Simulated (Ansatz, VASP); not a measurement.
Lu: VASP beside Ansatz

```xyz
1
Lattice="-1.9172 1.9172 1.9172 1.9172 -1.9172 1.9172 1.9172 1.9172 -1.9172" Properties=species:S:1:pos:R:3 pbc="T T T"
Lu    0.0000    0.0000    0.0000
```

Change from the starting cell: volume scaled by 0.95, LAPW.

Alike in both runs: task single point; functional PBE; k mesh 14 × 14 × 14; occupations fermi-dirac, width 0.1 eV; no spin polarisation.

|  | VASP | Ansatz |
| --- | --- | --- |
| version | VASP 6.6.1 | Ansatz 0.2.0 |
| potentials or method | VASP PAW PBE potentials, release 64 (Lu), cutoff 520 eV | all-electron LAPW, scalar-relativistic |

```csv
,VASP,Ansatz,Ansatz less VASP
pressure (GPa),2.6,2.4,-0.15
```

Ansatz ran all-electron here, and VASP with PAW potentials.

Neither program's run includes spin-orbit coupling.
